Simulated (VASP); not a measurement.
# Ge (P4_32_12) in VASP: further runs, part 2 of 2

VASP 6.6.1. The steps go on from the part before.

**3. Single point, PBE (z stretched by +2 %, then relaxed in part)**

The input, INCAR:

```
SYSTEM = Ge
ALGO = Normal
EDIFF = 1E-6
ENCUT = 500
GGA = PE
GGA_COMPAT = .False.
ISIF = 2
ISMEAR = -1
KPAR = 4
LASPH = .True.
LCHARG = .False.
LREAL = .False.
LWAVE = .False.
NBANDS = 96
NELM = 120
PREC = Accurate
SIGMA = 0.02
```

The input, KPOINTS:

```
k-points
0
Gamma
  8 8 7
  0 0 0
```

The input, POSCAR:

```
Ge
1.0
    5.9300000000      0.0000000000      0.0000000000
    0.0000000000      5.9300000000      0.0000000000
    0.0000000000      0.0000000000      7.1196000000
Ge
12
Direct
    0.0885436151      0.0885436151      0.0000000000
    0.4114563849      0.5885436151      0.7500000000
    0.9114563849      0.9114563849      0.5000000000
    0.5885436151      0.4114563849      0.2500000000
    0.1703805383      0.3688285034      0.2549673377
    0.1311714966      0.6703805383      0.0049673377
    0.8296194617      0.6311714966      0.7549673377
    0.8688285034      0.3296194617      0.5049673377
    0.6703805383      0.1311714966     -0.0049673377
    0.6311714966      0.8296194617      0.2450326623
    0.3296194617      0.8688285034      0.4950326623
    0.3688285034      0.1703805383      0.7450326623
```

Potentials or basis: VASP PAW PBE potentials, release 64 (Ge_d).

The run is started by

```bash
cat potpaw_PBE.64/Ge_d/POTCAR > POTCAR
mpirun -np 4 vasp_std > vasp.out
```

OUTCAR:

```text
SYSTEM = Ge
   EDIFF = 1E-6
   ENCUT = 500
   GGA = PE
   ISIF = 2
   ISMEAR = -1
   LASPH = .True.
   LREAL = .False.
   NELM = 120
   PREC = Accurate

 ion  position               nearest neighbor table
   1  0.089  0.089  0.000-   6 2.49   9 2.49   5 2.51  12 2.51
   2  0.411  0.589  0.750-   7 2.49  12 2.49  11 2.51   6 2.51
   3  0.911  0.911  0.500-   8 2.49  11 2.49  10 2.51   7 2.51
   4  0.589  0.411  0.250-   5 2.49  10 2.49   9 2.51   8 2.51
   5  0.170  0.369  0.255-   4 2.49   1 2.51   6 2.53   8 2.53
   6  0.131  0.670  0.005-   1 2.49   2 2.51   5 2.53   7 2.53
   7  0.830  0.631  0.755-   2 2.49   3 2.51   6 2.53   8 2.53
   8  0.869  0.330  0.505-   3 2.49   4 2.51   5 2.53   7 2.53
   9  0.670  0.131  0.995-   1 2.49   4 2.51  10 2.53  12 2.53
  10  0.631  0.830  0.245-   4 2.49   3 2.51   9 2.53  11 2.53
  11  0.330  0.869  0.495-   3 2.49   2 2.51  10 2.53  12 2.53
  12  0.369  0.170  0.745-   2 2.49   1 2.51   9 2.53  11 2.53

  LATTYP: Found a simple tetragonal cell.
 ALAT       =     5.9300000000
 C/A-ratio  =     1.2006070826

  Lattice vectors:

 A1 = (   5.9300000000,   0.0000000000,   0.0000000000)
 A2 = (   0.0000000000,   5.9300000000,   0.0000000000)
 A3 = (   0.0000000000,   0.0000000000,   7.1196000000)

Analysis of symmetry for initial positions (statically):
=====================================================================
 Subroutine PRICEL returns:
 Original cell was already a primitive cell.

 Routine SETGRP: Setting up the symmetry group for a
 simple tetragonal supercell.

 Subroutine GETGRP returns: Found  8 space group operations
 (whereof  2 operations were pure point group operations)
 out of a pool of 16 trial point group operations.

The static configuration has the point symmetry C_2 .
 The point group associated with its full space group is D_4 .

Analysis of symmetry for dynamics (positions and initial velocities):
=====================================================================
 Subroutine PRICEL returns:
 Original cell was already a primitive cell.

 Routine SETGRP: Setting up the symmetry group for a
 simple tetragonal supercell.

 Subroutine GETGRP returns: Found  8 space group operations
 (whereof  2 operations were pure point group operations)
 out of a pool of 16 trial point group operations.

The dynamic configuration has the point symmetry C_2 .
 The point group associated with its full space group is D_4 .

 Subroutine INISYM returns: Found  8 space group operations
 (whereof  2 operations are pure point group operations),
 and found     1 'primitive' translations

----------------------------------------------------------------------------------------

                                     Primitive cell

  volume of cell :     250.3600

  direct lattice vectors                    reciprocal lattice vectors
     5.930000000  0.000000000  0.000000000     0.168634064  0.000000000  0.000000000
     0.000000000  5.930000000  0.000000000     0.000000000  0.168634064  0.000000000
     0.000000000  0.000000000  7.119600000     0.000000000  0.000000000  0.140457329

  length of vectors
[... 61 lines left out ...]
  0.250000  0.000000  0.000000      4.000000
  0.375000  0.000000  0.000000      4.000000
  0.500000  0.000000  0.000000      2.000000
  0.125000  0.125000  0.000000      4.000000
[... 16 lines left out ...]
  0.375000  0.125000  0.142857     16.000000
  0.500000  0.125000  0.142857      8.000000
 [... further k-points ...]
   k-points           NKPTS =     60   k-points in BZ     NKDIM =     60   number of bands    NBANDS=     96
   number of dos      NEDOS =    301   number of ions     NIONS =     12
   total plane-waves  NPLWV = 124416
   dimension x,y,z NGX =    48 NGY =   48 NGZ =   54
   dimension x,y,z NGXF=    96 NGYF=   96 NGZF=  108
   ions per type =              12
   NGX,Y,Z   is equivalent  to a cutoff of  13.46, 13.46, 12.61 a.u.
   NGXF,Y,Z  is equivalent  to a cutoff of  26.91, 26.91, 25.22 a.u.
 SYSTEM =  Ge
   PREC   = accura    normal or accurate (medium, high low for compatibility)
   ISTART =      0    job   : 0-new  1-cont  2-samecut
   ICHARG =      2    charge: 1-file 2-atom 10-const
   ISPIN  =      1    spin polarized calculation?
   LNONCOLLINEAR =      F non collinear calculations
   LSORBIT =      F    spin-orbit coupling
   LASPH  =      T    aspherical Exc in radial PAW
   ENCUT  =  500.0 eV  36.75 Ry    6.06 a.u.  10.81 10.81 12.98*2*pi/ulx,y,z
   NELM   =    120;   NELMIN=  2; NELMDL= -5     # of ELM steps
   EDIFF  = 0.1E-05   stopping-criterion for ELM
   LREAL  =      F    real-space projection
   EDIFFG = 0.1E-04   stopping-criterion for IOM
   NSW    =      0    number of steps for IOM
   IBRION =     -1    ionic relax: 0-MD 1-quasi-New 2-CG
   NFREE  =      0    steps in history (QN), initial steepest desc. (CG)
   ISIF   =      2    stress and relaxation
   ISYM   =      2    0-nonsym 1-usesym 2-fastsym
   POTIM  = 0.5000    time-step for ionic-motion
   TEBEG  =    0.0;   TEEND  =   0.0 temperature during run
   PSTRESS=    0.0 pullay stress
   NELECT =     168.0000    total number of electrons
   NUPDOWN=      -1.0000    fix difference up-down
   EMIN   =  10.00;   EMAX   =-10.00  energy-range for DOS
   EFERMI =   0.00;   METHOD = LEGACY
   ISMEAR =    -1;   SIGMA  =   0.02  broadening in eV -4-tet -1-fermi 0-gaus
   EFERMI_NEDOS =   21; number of points for ismear=-14 and -15
   IALGO  =     38    algorithm
   IMIX   =      4    mixing-type and parameters
     AMIX     =   0.40;   BMIX     =  1.00
     AMIX_MAG =   1.60;   BMIX_MAG =  1.00
  volume/ion in A,a.u.               =      20.86       140.79
  Fermi-wavevector in a.u.,A,eV,Ry     =   1.433253  2.708456 27.949290  2.054215
  Thomas-Fermi vector in A             =   2.552792
   LORBIT       =      0    0 simple, 1 ext, 2 COOP (PROOUT), +10 PAW based schemes
   GGA     = PE    functional components
   LHFCALC =     F    Hartree Fock is set to
   AEXX    =    0.0000 exact exchange contribution
   IVDW    =     0    specifies the selected vdW correction
   LEPSILON=     F    determine dielectric tensor
   LRPA    =     F    only Hartree local field effects (RPA)
 non-spin polarized calculation
  energy-cutoff  :      500.00
  volume of cell :      250.36
 maximum number of plane-waves:      6388
 NGX is ok and might be reduce to    48
   NGX = 21   NGY = 21   NGZ = 25

 number of electron     167.9999945 magnetization

 Free energy of the ion-electron system (eV)
  ---------------------------------------------------
  ext. energy  EPLUGINS =         0.00000000
  ---------------------------------------------------
  free energy    TOTEN  =       -52.43883905 eV

  energy without entropy =      -52.43883899  energy(sigma->0) =      -52.43883902

 E-fermi :   5.4005     XC(G=0): -10.5490

 val. band max:        5.1341846802   @ k =   0.3750   0.2500   0.0000
 cond. band min:       5.6412612227   @ k =   0.3750   0.3750   0.0000
 fundamental gap:      0.5070765426
 Fermi energy:         5.4004941937

 k-point     1 :       0.0000    0.0000    0.0000
  band No.  band energies     occupation
      1     -19.1982      2.00000
      2     -19.1748      2.00000
      3     -19.1748      2.00000
      4     -19.1573      2.00000
      5     -19.1573      2.00000
      6     -19.1568      2.00000
[... 2365 lines left out ...]
     95       9.5618      0.00000
     96       9.5618      0.00000

 [... further k-points ...]
[... 5 lines left out ...]
  --------------------------------------------------------------------------------------
  -------------------------------------------------------------------------------------
  Total        3.8150034      3.8150034      1.0963855      0.0000000      0.0000000      0.0000000
  in kB       24.4140895     24.4140895      7.0163116      0.0000000      0.0000000      0.0000000
  external PRESSURE =      18.6148302 kB  Pullay stress =       0.0000000 kB

 VOLUME and BASIS-vectors are now :
 -----------------------------------------------------------------------------
  energy-cutoff  :      500.00
  volume of cell :      250.36
      direct lattice vectors                 reciprocal lattice vectors
     5.930000000  0.000000000  0.000000000     0.168634064  0.000000000  0.000000000
     0.000000000  5.930000000  0.000000000     0.000000000  0.168634064  0.000000000
     0.000000000  0.000000000  7.119600000     0.000000000  0.000000000  0.140457329

 POSITION                                       TOTAL-FORCE (eV/Angst)
 -----------------------------------------------------------------------------------
      0.52506      0.52506      0.00000        -0.005137     -0.005137      0.000000
      2.43994      3.49006      5.33970         0.005137     -0.005137      0.000000
      5.40494      5.40494      3.55980         0.005137      0.005137      0.000000
      3.49006      2.43994      1.77990        -0.005137      0.005137     -0.000000
      1.01036      2.18715      1.81527        -0.005931      0.008196     -0.001497
      0.77785      3.97536      0.03537        -0.008196     -0.005931     -0.001497
      4.91964      3.74285      5.37507         0.005931     -0.008196     -0.001497
      5.15215      1.95464      3.59517         0.008196      0.005931     -0.001497
      3.97536      0.77785      7.08423        -0.005931     -0.008196      0.001497
      3.74285      4.91964      1.74453        -0.008196      0.005931      0.001497
      1.95464      5.15215      3.52443         0.005931      0.008196      0.001497
      2.18715      1.01036      5.30433         0.008196     -0.005931      0.001497
 -----------------------------------------------------------------------------------
    total drift:                                0.000000     -0.000000      0.000000

  FREE ENERGIE OF THE ION-ELECTRON SYSTEM (eV)
  ---------------------------------------------------
  free  energy   TOTEN  =       -52.4388390452 eV

  energy  without entropy=      -52.4388389860  energy(sigma->0) =      -52.43883902
```

Run time: 5.9 min. Hardware: 4 MPI ranks of Intel Xeon Platinum 8375C at 2.90GHz (Ice Lake), shared host; peak memory 0.95 GiB.

What came out:

| Quantity | Value |
| --- | --- |
| Free energy | -52.4388 eV |
| Pressure | 1.9 GPa |
| Largest force | 0.010 eV/Å |
| Band gap on the k mesh | 0.51 eV (least direct gap 0.60 eV) |

Forces on the atoms (eV/Å):
```
Ge  -0.005 -0.005  0.000
Ge   0.005 -0.005  0.000
Ge   0.005  0.005  0.000
Ge  -0.005  0.005  0.000
Ge  -0.006  0.008 -0.001
Ge  -0.008 -0.006 -0.001
Ge   0.006 -0.008 -0.001
Ge   0.008  0.006 -0.001
Ge  -0.006 -0.008  0.001
Ge  -0.008  0.006  0.001
Ge   0.006  0.008  0.001
Ge   0.008 -0.006  0.001
```

Stress tensor (GPa, compression positive):
```
2.44 0.00 0.00
0.00 2.44 0.00
0.00 0.00 0.70
```

Caveat: the cell differs from its parent crystal (z stretched by +2 %, then relaxed in part). A k mesh can miss the band edges.

**4. Single point, PBE (19.64 Å³/atom)**

This run uses another cell than the first one, of 19.64 Å³/atom.

The input, INCAR:

```
SYSTEM = Ge
PREC = Accurate
ENCUT = 500
EDIFF = 1E-6
ISMEAR = -1
SIGMA = 0.02
LREAL = .FALSE.
LASPH = .TRUE.
NELM = 120
ALGO = Normal
ISIF = 2
LWAVE = .FALSE.
LCHARG = .FALSE.
GGA = PE
NBANDS = 96
GGA_COMPAT = .FALSE.
KPAR = 4
```

The input, KPOINTS:

```
Automatic mesh
0
G
  8 8 7
  0 0 0
```

The input, POSCAR:

```
Ge
1.0
    5.8498550403      0.0000000000      0.0000000000
    0.0000000000      5.8498550403      0.0000000000
    0.0000000000      0.0000000000      6.8856641115
Ge
12
Direct
    0.0917553053      0.0917553053      0.0000000000
    0.4082446947      0.5917553053      0.7500000000
    0.9082446947      0.9082446947      0.5000000000
    0.5917553053      0.4082446947      0.2500000000
    0.1731374325      0.3680690490      0.2645116776
    0.1319309510      0.6731374325      0.0145116776
    0.8268625675      0.6319309510      0.7645116776
    0.8680690490      0.3268625675      0.5145116776
    0.6731374325      0.1319309510     -0.0145116776
    0.6319309510      0.8268625675      0.2354883224
    0.3268625675      0.8680690490      0.4854883224
    0.3680690490      0.1731374325      0.7354883224
```

Potentials or basis: VASP PAW PBE potentials, release 64 (Ge_d).

The run is started by

```bash
cat potpaw_PBE.64/Ge_d/POTCAR > POTCAR
mpirun -np 4 vasp_std > vasp.out
```

OUTCAR:

```text
SYSTEM = Ge
   PREC = Accurate
   ENCUT = 500
   EDIFF = 1E-6
   ISMEAR = -1
   LREAL = .FALSE.
   LASPH = .TRUE.
   NELM = 120
   ISIF = 2
   GGA = PE

 ion  position               nearest neighbor table
   1  0.092  0.092  0.000-   6 2.46   9 2.46   5 2.48  12 2.48
   2  0.408  0.592  0.750-   7 2.46  12 2.46  11 2.48   6 2.48
   3  0.908  0.908  0.500-   8 2.46  11 2.46  10 2.48   7 2.48
   4  0.592  0.408  0.250-   5 2.46  10 2.46   9 2.48   8 2.48
   5  0.173  0.368  0.265-   4 2.46   1 2.48   6 2.49   8 2.49
   6  0.132  0.673  0.015-   1 2.46   2 2.48   5 2.49   7 2.49
   7  0.827  0.632  0.765-   2 2.46   3 2.48   6 2.49   8 2.49
   8  0.868  0.327  0.515-   3 2.46   4 2.48   5 2.49   7 2.49
   9  0.673  0.132  0.985-   1 2.46   4 2.48  10 2.49  12 2.49
  10  0.632  0.827  0.235-   4 2.46   3 2.48   9 2.49  11 2.49
  11  0.327  0.868  0.485-   3 2.46   2 2.48  10 2.49  12 2.49
  12  0.368  0.173  0.735-   2 2.46   1 2.48   9 2.49  11 2.49

  LATTYP: Found a simple tetragonal cell.
 ALAT       =     5.8498550403
 C/A-ratio  =     1.1770657673

  Lattice vectors:

 A1 = (   5.8498550403,   0.0000000000,   0.0000000000)
[... 208 lines left out ...]
      1     -18.6294      2.00000
      2     -18.6018      2.00000
      3     -18.6018      2.00000
      4     -18.5849      2.00000
      5     -18.5842      2.00000
      6     -18.5842      2.00000
[... 2365 lines left out ...]
     95      10.3637      0.00000
     96      10.3637      0.00000

 [... further k-points ...]
[... 5 lines left out ...]
  --------------------------------------------------------------------------------------
  -------------------------------------------------------------------------------------
  Total        9.3217480      9.3217480      7.3330594      0.0000000      0.0000000      0.0000000
  in kB       63.3828696     63.3828696     49.8608577      0.0000000      0.0000000      0.0000000
  external PRESSURE =      58.8755323 kB  Pullay stress =       0.0000000 kB

 VOLUME and BASIS-vectors are now :
 -----------------------------------------------------------------------------
  energy-cutoff  :      500.00
  volume of cell :      235.63
      direct lattice vectors                 reciprocal lattice vectors
     5.849855040  0.000000000  0.000000000     0.170944407  0.000000000  0.000000000
     0.000000000  5.849855040  0.000000000     0.000000000  0.170944407  0.000000000
     0.000000000  0.000000000  6.885664111     0.000000000  0.000000000  0.145229274

 POSITION                                       TOTAL-FORCE (eV/Angst)
 -----------------------------------------------------------------------------------
      0.53676      0.53676      0.00000         0.005626      0.005626     -0.000000
      2.38817      3.46168      5.16425        -0.005626      0.005626     -0.000000
      5.31310      5.31310      3.44283        -0.005626     -0.005626     -0.000000
      3.46168      2.38817      1.72142         0.005626     -0.005626     -0.000000
      1.01283      2.15315      1.82134         0.014921     -0.018245      0.005026
      0.77178      3.93776      0.09992         0.018245      0.014921      0.005026
      4.83703      3.69670      5.26417        -0.014921      0.018245      0.005026
      5.07808      1.91210      3.54275        -0.018245     -0.014921      0.005026
      3.93776      0.77178      6.78574         0.014921      0.018245     -0.005026
      3.69670      4.83703      1.62149         0.018245     -0.014921     -0.005026
      1.91210      5.07808      3.34291        -0.014921     -0.018245     -0.005026
      2.15315      1.01283      5.06433        -0.018245      0.014921     -0.005026
 -----------------------------------------------------------------------------------
    total drift:                               -0.000000      0.000000      0.000000

  FREE ENERGIE OF THE ION-ELECTRON SYSTEM (eV)
  ---------------------------------------------------
  free  energy   TOTEN  =       -52.1148650929 eV

  energy  without entropy=      -52.1148650891  energy(sigma->0) =      -52.11486509
```

OSZICAR:

```text
N       E                     dE             d eps       ncg     rms          rms(c)
DAV:   1     0.242915377328E+04    0.24292E+04   -0.69537E+04 13160   0.496E+03
DAV:   2     0.472449114144E+03   -0.19567E+04   -0.19118E+04 11520   0.126E+03
DAV:   3     0.137209020638E+02   -0.45873E+03   -0.44644E+03 11616   0.303E+02
DAV:   4    -0.491312574238E+02   -0.62852E+02   -0.60209E+02 12992   0.108E+02
DAV:   5    -0.524127604683E+02   -0.32815E+01   -0.32483E+01 12960   0.270E+01    0.750E+00
DAV:   6    -0.522235423792E+02    0.18922E+00   -0.85403E-01 17352   0.656E+00    0.420E+00
DAV:   7    -0.521084141616E+02    0.11513E+00   -0.38645E-01 12744   0.593E+00    0.472E-01
DAV:   8    -0.521132246749E+02   -0.48105E-02   -0.10702E-01 12888   0.617E+00    0.254E-01
DAV:   9    -0.521140853105E+02   -0.86064E-03   -0.17307E-02 15528   0.264E+00    0.152E-01
DAV:  10    -0.521147837669E+02   -0.69846E-03   -0.65956E-03 12472   0.943E-01    0.652E-02
DAV:  11    -0.521148334182E+02   -0.49651E-04   -0.11028E-03 13088   0.961E-01    0.215E-02
DAV:  12    -0.521148655740E+02   -0.32156E-04   -0.30558E-04 14240   0.122E-01    0.985E-03
DAV:  13    -0.521148650929E+02    0.48117E-06   -0.50458E-06 11496   0.225E-02
   1 F= -.52114865E+02 E0= -.52114865E+02  d E =-.377534E-08
```

Wall time 7.7 min (4 MPI ranks of AMD EPYC 7R43 (Zen 3), shared host); peak memory 0.85 GiB.

Results:

| Property | Result |
| --- | --- |
| Free energy | -52.1149 eV |
| Pressure | 5.9 GPa |
| Largest force | 0.024 eV/Å |
| Band gap on the k mesh | 0.65 eV (least direct gap 0.70 eV) |

Forces on the atoms (eV/Å):
```
Ge   0.006  0.006  0.000
Ge  -0.006  0.006  0.000
Ge  -0.006 -0.006  0.000
Ge   0.006 -0.006  0.000
Ge   0.015 -0.018  0.005
Ge   0.018  0.015  0.005
Ge  -0.015  0.018  0.005
Ge  -0.018 -0.015  0.005
Ge   0.015  0.018 -0.005
Ge   0.018 -0.015 -0.005
Ge  -0.015 -0.018 -0.005
Ge  -0.018  0.015 -0.005
```

Levels at points of the mesh, in eV from the valence-band top:
```tsv
k point	band 81	band 82	band 83	band 84	band 85	band 86	band 87	band 88
(0.00, 0.00, 0.00)	-1.09	-1.05	-1.05	-0.26	1.44	1.77	1.77	2.52
(0.50, 0.00, 0.00)	-0.55	-0.55	-0.02	-0.02	1.24	1.24	2.35	2.35
(0.50, 0.50, 0.00)	-0.26	-0.26	-0.06	-0.06	1.32	1.32	1.72	1.72
```

Caveat: the cell stands under pressure. A k mesh can miss the band edges.

**5. Overview**

| cell | gap on the mesh (eV) | pressure (GPa) | largest force (eV/Å) |
| --- | --- | --- | --- |
| a = 5.890, b = 5.890, c = 6.933 Å, 12 atoms, atomic positions A | 0.63 | 4.3 | 0.01 |
| a = 5.930, b = 5.930, c = 7.120 Å, 12 atoms, atomic positions B | 0.51 | 1.9 | 0.01 |
| a = 5.850, b = 5.850, c = 6.886 Å, 12 atoms, atomic positions C | 0.65 | 5.9 | 0.02 |

Alike in all rows: task single point; level PBE; potentials or basis VASP PAW PBE potentials, release 64 (Ge_d); no spin polarisation; k mesh 8 × 8 × 7; cutoff (eV) 500; smearing fermi-dirac 0.02 eV.

Caveats: the cell stands under pressure (at least some runs).

Total energies depend on the potentials used, so only differences within one code and one set of settings carry meaning.
